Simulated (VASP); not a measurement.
Here is a VASP 6.6.1 calculation.

File INCAR:

```
SYSTEM = CdS
PREC = Accurate
ENCUT = 520
EDIFF = 1E-6
ISMEAR = 0
SIGMA = 0.01
LREAL = .False.
LASPH = .True.
NELM = 100
ALGO = Normal
ISIF = 2
LWAVE = .False.
LCHARG = .False.
GGA = PS
NBANDS = 26
```

The input KPOINTS:

```
Automatic mesh
0
Gamma
  6 6 4
  0 0 0
```

The input POSCAR:

```
CdS
1.0
    4.0826189893      0.0000000000      0.0000000000
   -2.0413094946      3.5356517587      0.0000000000
    0.0000000000      0.0000000000      6.7723572459
Cd S
2 2
Direct
    0.3333333333      0.6666666667      0.0015227694
    0.6666666667      0.3333333333      0.5015227694
    0.3333333333      0.6666666667      0.3734772306
    0.6666666667      0.3333333333      0.8734772306
```

Potentials or basis: VASP PAW PBE potentials, release 64 (Cd, S).

Run with:

```bash
$ cat potpaw_PBE.64/Cd/POTCAR potpaw_PBE.64/S/POTCAR > POTCAR
$ mpirun -np 1 vasp_std > vasp.out
```

(1) Predict the pressure.

(2) Estimate the band gap on the k mesh.

Answers

(1) 1.1 GPa.

(2) 1.08 eV.

Caveat: the cell differs from its parent crystal (in-plane strain -0.01, then relaxed in part); the PAW data sets were made with another functional, which shifts forces and pressure a little.
